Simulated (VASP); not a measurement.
# SrO (Fm-3m) in VASP: further runs, part 2 of 2

VASP 6.6.1.

**3. Electric field gradients, PBEsol (volume scaled by 0.99)**

Contents of INCAR:

```
ALGO = Normal
EDIFF = 1E-8
ENCUT = 520
GGA = PS
ISIF = 2
ISMEAR = -1
LASPH = True
LCHARG = False
LEFG = True
LREAL = False
LWAVE = False
NBANDS = 15
NELM = 100
PREC = Accurate
SIGMA = 0.03
```

Contents of KPOINTS:

```
k-points
0
Gamma
  8 8 8
```

Contents of POSCAR:

```
SrO
1.0
    0.0000000000      2.5612052870      2.5612052870
    2.5612052870      0.0000000000      2.5612052870
    2.5612052870      2.5612052870      0.0000000000
Sr O
1 1
Direct
    0.0000000000      0.0000000000      0.0000000000
    0.5000000000      0.5000000000      0.5000000000
```

Potentials or basis: VASP PAW PBE potentials, release 64 (Sr_sv, O).

Command:

```sh
$ cat potpaw_PBE.64/Sr_sv/POTCAR potpaw_PBE.64/O/POTCAR > POTCAR
$ mpirun -np 1 vasp_std > vasp.out
```

OUTCAR:

```text
EDIFF = 1E-8
   ENCUT = 520
   GGA = PS
   ISIF = 2
   ISMEAR = -1
   LASPH = True
   LREAL = False
   NELM = 100
   PREC = Accurate

 ion  position               nearest neighbor table
   1  0.000  0.000  0.000-   2 2.56   2 2.56   2 2.56   2 2.56   2 2.56   2 2.56
   2  0.500  0.500  0.500-   1 2.56   1 2.56   1 2.56   1 2.56   1 2.56   1 2.56

  LATTYP: Found a face centered cubic cell.
 ALAT       =     5.1224105740

  Lattice vectors:

 A1 = (   0.0000000000,   2.5612052870,   2.5612052870)
 A2 = (   2.5612052870,   0.0000000000,   2.5612052870)
 A3 = (   2.5612052870,   2.5612052870,   0.0000000000)

Analysis of symmetry for initial positions (statically):
=====================================================================
 Subroutine PRICEL returns:
 Original cell was already a primitive cell.

 Routine SETGRP: Setting up the symmetry group for a
 face centered cubic supercell.

 Subroutine GETGRP returns: Found 48 space group operations
 (whereof 48 operations were pure point group operations)
 out of a pool of 48 trial point group operations.

The static configuration has the point symmetry O_h .

Analysis of symmetry for dynamics (positions and initial velocities):
=====================================================================
 Subroutine PRICEL returns:
 Original cell was already a primitive cell.

 Routine SETGRP: Setting up the symmetry group for a
 face centered cubic supercell.

 Subroutine GETGRP returns: Found 48 space group operations
 (whereof 48 operations were pure point group operations)
 out of a pool of 48 trial point group operations.

The dynamic configuration has the point symmetry O_h .

 Subroutine INISYM returns: Found 48 space group operations
 (whereof 48 operations are pure point group operations),
 and found     1 'primitive' translations

----------------------------------------------------------------------------------------

                                     Primitive cell

  volume of cell :      33.6018

  direct lattice vectors                    reciprocal lattice vectors
     0.000000000  2.561205287  2.561205287    -0.195220587  0.195220587  0.195220587
     2.561205287  0.000000000  2.561205287     0.195220587 -0.195220587  0.195220587
     2.561205287  2.561205287  0.000000000     0.195220587  0.195220587 -0.195220587

  length of vectors
     3.622091253  3.622091253  3.622091253     0.338131976  0.338131976  0.338131976

  position of ions in fractional coordinates (direct lattice)
     0.000000000  0.000000000  0.000000000
     0.500000000  0.500000000  0.500000000

  ion indices of the primitive-cell ions
   primitive index   ion index
                 1           1
                 2           2

----------------------------------------------------------------------------------------

 KPOINTS: k-points

[... 82 lines left out ...]
   ISMEAR =    -1;   SIGMA  =   0.03  broadening in eV -4-tet -1-fermi 0-gaus
   EFERMI_NEDOS =   21; number of points for ismear=-14 and -15
   IALGO  =     38    algorithm
   IMIX   =      4    mixing-type and parameters
     AMIX     =   0.40;   BMIX     =  1.00
     AMIX_MAG =   1.60;   BMIX_MAG =  1.00
  volume/ion in A,a.u.               =      16.80       113.38
  Fermi-wavevector in a.u.,A,eV,Ry     =   1.278381  2.415791 22.235443  1.634259
  Thomas-Fermi vector in A             =   2.410927
   LORBIT       =      0    0 simple, 1 ext, 2 COOP (PROOUT), +10 PAW based schemes
   GGA     = PS    functional components
   LHFCALC =     F    Hartree Fock is set to
   AEXX    =    0.0000 exact exchange contribution
   IVDW    =     0    specifies the selected vdW correction
   LEPSILON=     F    determine dielectric tensor
   LRPA    =     F    only Hartree local field effects (RPA)
 non-spin polarized calculation
  energy-cutoff  :      520.00
  volume of cell :       33.60
 maximum number of plane-waves:       934
   NGX = 13   NGY = 13   NGZ = 13

 number of electron      15.9999996 magnetization

 Free energy of the ion-electron system (eV)
  ---------------------------------------------------
  ext. energy  EPLUGINS =         0.00000000
  ---------------------------------------------------
  free energy    TOTEN  =       -12.63915255 eV

  energy without entropy =      -12.63915255  energy(sigma->0) =      -12.63915255

 E-fermi :   2.1437     XC(G=0): -10.3322

 val. band max:        1.5429512528   @ k =   0.0000   0.0000   0.0000
 cond. band min:       4.6898748995   @ k =   0.5000   0.5000   0.0000
 fundamental gap:      3.1469236467
 Fermi energy:         2.1437328725

 k-point     1 :       0.0000    0.0000    0.0000
  band No.  band energies     occupation
      1     -30.6549      2.00000
      2     -13.4692      2.00000
      3     -12.2953      2.00000
      4     -12.2953      2.00000
      5     -12.2953      2.00000
      6       1.5429      2.00000
      7       1.5430      2.00000
      8       1.5430      2.00000
      9       5.4466      0.00000
     10       7.7288      0.00000
     11       7.7288      0.00000
     12       7.7288      0.00000
     13       9.9500      0.00000
     14       9.9500      0.00000
[... 401 lines left out ...]
      2     -14.6915      2.00000
      3     -12.7105      2.00000
      4     -12.5408      2.00000
      5     -11.4677      2.00000
      6      -0.0825      2.00000
      7       0.6558      2.00000
      8       0.7400      2.00000
      9       7.8803      0.00000
     10       8.2324      0.00000
     11      10.9158      0.00000
     12      11.1137      0.00000
     13      13.2754      0.00000
     14      14.5482      0.00000
     15      14.9203      0.00000

 [... further k-points ...]

------------------------ aborting loop because EDIFF is reached ----------------------------------------

  FORCE on cell =-STRESS in cart. coord.  units (eV):
  Direction    XX          YY          ZZ          XY          YZ          ZX
  --------------------------------------------------------------------------------------
  -------------------------------------------------------------------------------------
  Total        0.1341356      0.1341356      0.1341356     -0.0000000      0.0000000     -0.0000000
  in kB        6.3957485      6.3957485      6.3957485     -0.0000000      0.0000000     -0.0000000
  external PRESSURE =       6.3957485 kB  Pullay stress =       0.0000000 kB

 VOLUME and BASIS-vectors are now :
 -----------------------------------------------------------------------------
  energy-cutoff  :      520.00
  volume of cell :       33.60
      direct lattice vectors                 reciprocal lattice vectors
     0.000000000  2.561205287  2.561205287    -0.195220587  0.195220587  0.195220587
     2.561205287  0.000000000  2.561205287     0.195220587 -0.195220587  0.195220587
     2.561205287  2.561205287  0.000000000     0.195220587  0.195220587 -0.195220587

 POSITION                                       TOTAL-FORCE (eV/Angst)
 -----------------------------------------------------------------------------------
      0.00000      0.00000      0.00000         0.000000      0.000000      0.000000
      2.56121      2.56121      2.56121        -0.000000     -0.000000     -0.000000
 -----------------------------------------------------------------------------------
    total drift:                                0.000000      0.000000      0.000000

  FREE ENERGIE OF THE ION-ELECTRON SYSTEM (eV)
  ---------------------------------------------------
  free  energy   TOTEN  =       -12.6391525546 eV

  energy  without entropy=      -12.6391525545  energy(sigma->0) =      -12.63915255

 Electric field gradients (V/A^2)
---------------------------------------------------------------------
 ion       V_xx      V_yy      V_zz      V_xy      V_xz      V_yz
---------------------------------------------------------------------
   1      -0.000    -0.000     0.000     0.000     0.000     0.000
   2       0.000     0.000     0.000    -0.001    -0.001    -0.001
---------------------------------------------------------------------

 Electric field gradients after diagonalization (V/A^2)
 (convention: |V_zz| > |V_xx| > |V_yy|)
----------------------------------------------------------------------
 ion       V_xx      V_yy      V_zz     asymmetry (V_yy - V_xx)/ V_zz
----------------------------------------------------------------------
   1      -0.000    -0.000     0.000       0.000
   2       0.001     0.001    -0.002       0.000
----------------------------------------------------------------------

           NMR quadrupolar parameters

 Cq : quadrupolar parameter    Cq=e*Q*V_zz/h
 eta: asymmetry parameters     (V_yy - V_xx)/ V_zz
 Q  : nuclear electric quadrupole moment in mb (millibarn)
----------------------------------------------------------------------
 ion       Cq(MHz)       eta       Q (mb)
----------------------------------------------------------------------
   1       0.000       0.000       1.000
   2      -0.000       0.000       1.000
----------------------------------------------------------------------
```

OSZICAR:

```text
N       E                     dE             d eps       ncg     rms          rms(c)
DAV:   1     0.681855278263E+02    0.68186E+02   -0.85004E+03   870   0.104E+03
DAV:   2    -0.114424654291E+02   -0.79628E+02   -0.72017E+02  1186   0.219E+02
DAV:   3    -0.145492596168E+02   -0.31068E+01   -0.30836E+01  1149   0.395E+01
DAV:   4    -0.146155951737E+02   -0.66336E-01   -0.66328E-01  1081   0.544E+00
DAV:   5    -0.146173340890E+02   -0.17389E-02   -0.17389E-02  1096   0.715E-01    0.175E+01
DAV:   6    -0.128091508552E+02    0.18082E+01   -0.56866E+00   891   0.184E+01    0.203E+01
DAV:   7    -0.126650201544E+02    0.14413E+00   -0.28504E-01  1052   0.470E+00    0.119E+01
DAV:   8    -0.126380690568E+02    0.26951E-01   -0.12189E-01  1136   0.339E+00    0.424E-01
DAV:   9    -0.126389715696E+02   -0.90251E-03   -0.58671E-03  1094   0.468E-01    0.229E-01
DAV:  10    -0.126390689574E+02   -0.97388E-04   -0.26862E-04   989   0.165E-01    0.866E-02
DAV:  11    -0.126391439825E+02   -0.75025E-04   -0.86875E-05   983   0.734E-02    0.248E-02
DAV:  12    -0.126391527642E+02   -0.87817E-05   -0.11576E-05   968   0.290E-02    0.105E-02
DAV:  13    -0.126391527775E+02   -0.13376E-07   -0.12151E-06   996   0.868E-03    0.278E-03
DAV:  14    -0.126391525413E+02    0.23623E-06   -0.80542E-08  1066   0.234E-03    0.791E-04
DAV:  15    -0.126391525513E+02   -0.10009E-07   -0.31345E-09   757   0.586E-04    0.330E-04
DAV:  16    -0.126391525546E+02   -0.32333E-08   -0.81458E-10   498   0.236E-04
   1 F= -.12639153E+02 E0= -.12639153E+02  d E =-.260365E-10
```

It took 16 s on 1 thread of Intel Xeon 6975P-C, shared host; peak memory 0.16 GiB.

Results:

```
Free energy            : -12.6392 eV
Pressure               : 0.6 GPa
Band gap on the k mesh : 3.15 eV, indirect (least direct gap 3.23 eV)
```

Levels at points of the mesh, in eV from the valence-band top:
```
           k point  band 4  band 5  band 6  band 7  band 8  band 9  band 10  band 11  band 12  band 13
(0.00, 0.00, 0.00)  -13.84  -13.84    0.00    0.00    0.00    3.90     6.19     6.19     6.19     8.41
(0.50, 0.00, 0.00)  -13.92  -12.64   -2.25   -1.18   -1.18    6.54     8.38     8.91     8.91    12.08
(0.50, 0.50, 0.00)  -14.23  -14.23   -0.42   -0.08   -0.08    3.15     7.85    10.27    10.32    11.25
```

Caveat: without QUAD_EFG the Cq values of the log hold for a quadrupole moment of 1 mb, not for the nuclei; the PAW data sets were made with another functional, which shifts forces and pressure a little.

**4. Electric field gradients, PBEsol (volume scaled by 1.01)**

Contents of INCAR:

```
SYSTEM = SrO
PREC     = Accurate       ! precision mode
ENCUT    = 520            ! plane-wave cutoff, eV
EDIFF    = 1E-8           ! SCF threshold, eV
ISMEAR   = -1             ! smearing method
SIGMA    = 0.03           ! smearing width, eV
LREAL    = .False.        ! projectors in reciprocal space
LASPH    = .True.         ! aspherical terms in the spheres
NELM     = 100            ! most SCF steps
ALGO     = Normal         ! electronic algorithm
ISIF     = 2              ! what is computed and relaxed
LWAVE    = .False.        ! write WAVECAR
LCHARG   = .False.        ! write CHGCAR
GGA      = PS             ! functional
LEFG     = .True.       
NBANDS   = 15             ! bands
```

Contents of KPOINTS:

```
Automatic mesh
0
Gamma
  8 8 8
  0 0 0
```

Contents of POSCAR:

```
SrO
1.0
    0.0000000000      2.5783376042      2.5783376042
    2.5783376042      0.0000000000      2.5783376042
    2.5783376042      2.5783376042      0.0000000000
Sr O
1 1
Direct
    0.0000000000      0.0000000000      0.0000000000
    0.5000000000      0.5000000000      0.5000000000
```

Potentials or basis: VASP PAW PBE potentials, release 64 (Sr_sv, O).

Command:

```sh
$ cat potpaw_PBE.64/Sr_sv/POTCAR potpaw_PBE.64/O/POTCAR > POTCAR
$ mpirun -np 1 vasp_std > vasp.out
```

OUTCAR:

```text
SYSTEM = SrO
   PREC = Accurate
   ENCUT = 520
   EDIFF = 1E-8
   ISMEAR = -1
   LREAL = .False.
   LASPH = .True.
   NELM = 100
   ISIF = 2
   GGA = PS

 ion  position               nearest neighbor table
   1  0.000  0.000  0.000-   2 2.58   2 2.58   2 2.58   2 2.58   2 2.58   2 2.58
   2  0.500  0.500  0.500-   1 2.58   1 2.58   1 2.58   1 2.58   1 2.58   1 2.58

  LATTYP: Found a face centered cubic cell.
 ALAT       =     5.1566752084

  Lattice vectors:

 A1 = (   0.0000000000,   2.5783376042,   2.5783376042)
[... 644 lines left out ...]
  ---------------------------------------------------
  free  energy   TOTEN  =       -12.6383596966 eV

  energy  without entropy=      -12.6383596966  energy(sigma->0) =      -12.63835970

 Electric field gradients (V/A^2)
---------------------------------------------------------------------
 ion       V_xx      V_yy      V_zz      V_xy      V_xz      V_yz
---------------------------------------------------------------------
   1       0.000    -0.000    -0.000     0.000     0.000     0.000
   2      -0.000    -0.000     0.000    -0.000    -0.000    -0.000
---------------------------------------------------------------------

 Electric field gradients after diagonalization (V/A^2)
 (convention: |V_zz| > |V_xx| > |V_yy|)
----------------------------------------------------------------------
 ion       V_xx      V_yy      V_zz     asymmetry (V_yy - V_xx)/ V_zz
----------------------------------------------------------------------
   1      -0.000    -0.000     0.000       0.000
   2       0.000     0.000    -0.001       0.000
----------------------------------------------------------------------

           NMR quadrupolar parameters

 Cq : quadrupolar parameter    Cq=e*Q*V_zz/h
 eta: asymmetry parameters     (V_yy - V_xx)/ V_zz
 Q  : nuclear electric quadrupole moment in mb (millibarn)
----------------------------------------------------------------------
 ion       Cq(MHz)       eta       Q (mb)
----------------------------------------------------------------------
   1       0.000       0.000       1.000
   2      -0.000       0.000       1.000
----------------------------------------------------------------------
```

OSZICAR:

```text
N       E                     dE             d eps       ncg     rms          rms(c)
DAV:   1     0.652687247282E+02    0.65269E+02   -0.84525E+03   870   0.104E+03
DAV:   2    -0.115057907730E+02   -0.76775E+02   -0.70625E+02  1187   0.220E+02
DAV:   3    -0.145378411881E+02   -0.30321E+01   -0.30152E+01  1118   0.386E+01
DAV:   4    -0.146090345882E+02   -0.71193E-01   -0.71188E-01  1081   0.585E+00
DAV:   5    -0.146114834091E+02   -0.24488E-02   -0.24488E-02  1062   0.898E-01    0.168E+01
DAV:   6    -0.128147322594E+02    0.17968E+01   -0.57549E+00   884   0.182E+01    0.195E+01
DAV:   7    -0.126643382655E+02    0.15039E+00   -0.29978E-01  1031   0.477E+00    0.115E+01
DAV:   8    -0.126373612992E+02    0.26977E-01   -0.12442E-01  1136   0.344E+00    0.384E-01
DAV:   9    -0.126381800724E+02   -0.81877E-03   -0.61420E-03  1101   0.477E-01    0.231E-01
DAV:  10    -0.126382705482E+02   -0.90476E-04   -0.26792E-04  1010   0.166E-01    0.901E-02
DAV:  11    -0.126383509676E+02   -0.80419E-04   -0.94055E-05   962   0.759E-02    0.253E-02
DAV:  12    -0.126383599706E+02   -0.90029E-05   -0.12305E-05   961   0.300E-02    0.115E-02
DAV:  13    -0.126383599345E+02    0.36047E-07   -0.15738E-06   982   0.969E-03    0.279E-03
DAV:  14    -0.126383596871E+02    0.24748E-06   -0.90021E-08  1081   0.246E-03    0.671E-04
DAV:  15    -0.126383596966E+02   -0.95934E-08   -0.36402E-09   715   0.634E-04
   1 F= -.12638360E+02 E0= -.12638360E+02  d E =-.766347E-11
```

stdout:

```text
POSCAR found type information on POSCAR SrO
 POSCAR found :  2 types and       2 ions
 scaLAPACK will be used
 -----------------------------------------------------------------------------
|                                                                             |
|                                                                             |
|     You enforced a specific xc type in the INCAR file but a different       |
|     I HOPE YOU KNOW WHAT YOU ARE DOING!                                     |
|                                                                             |
 -----------------------------------------------------------------------------

 LDA part: xc-table for (Slater+PW92), standard interpolation
 POSCAR, INCAR and KPOINTS ok, starting setup
 FFT: planning ... GRIDC
 FFT: planning ... GRID_SOFT
 FFT: planning ... GRID
 WAVECAR not read
 entering main loop
ion   1

ion   2
```

It took 14 s on 1 thread of Intel Xeon 6975P-C, shared host; peak memory 0.16 GiB.

What came out:

* Free energy: -12.6384 eV
* Pressure: -1.2 GPa
* Band gap on the k mesh: 3.16 eV, indirect (least direct gap 3.25 eV)

Levels at points of the mesh, in eV from the valence-band top:
| k point | band 6 | band 7 | band 8 | band 9 | band 10 | band 11 |
| --- | --- | --- | --- | --- | --- | --- |
| (0.00, 0.00, 0.00) | 0.00 | 0.00 | 0.00 | 3.76 | 6.14 | 6.14 |
| (0.50, 0.00, 0.00) | -2.21 | -1.14 | -1.14 | 6.45 | 8.22 | 8.80 |
| (0.50, 0.50, 0.00) | -0.45 | -0.09 | -0.09 | 3.16 | 7.70 | 10.14 |

Caveat: without QUAD_EFG the Cq values of the log hold for a quadrupole moment of 1 mb, not for the nuclei; the PAW data sets were made with another functional, which shifts forces and pressure a little. A k mesh can miss the band edges.

**5. Summary**

```tsv
cell	gap on the mesh (eV)	pressure (GPa)
a = 3.585 Å, angles 60.0°, 2 atoms	3.12	3.8
a = 3.622 Å, angles 60.0°, 2 atoms	3.15	0.6
a = 3.646 Å, angles 60.0°, 2 atoms	3.16	-1.2
```

Alike in all rows: task electric field gradients; level PBEsol; potentials or basis VASP PAW PBE potentials, release 64 (Sr_sv, O); no spin polarisation; k mesh 8 × 8 × 8; cutoff (eV) 520; smearing fermi-dirac 0.03 eV.

Caveats: the PAW data sets were made with another functional, which shifts forces and pressure a little.

Total energies depend on the potentials used, so only differences within one code and one set of settings carry meaning.
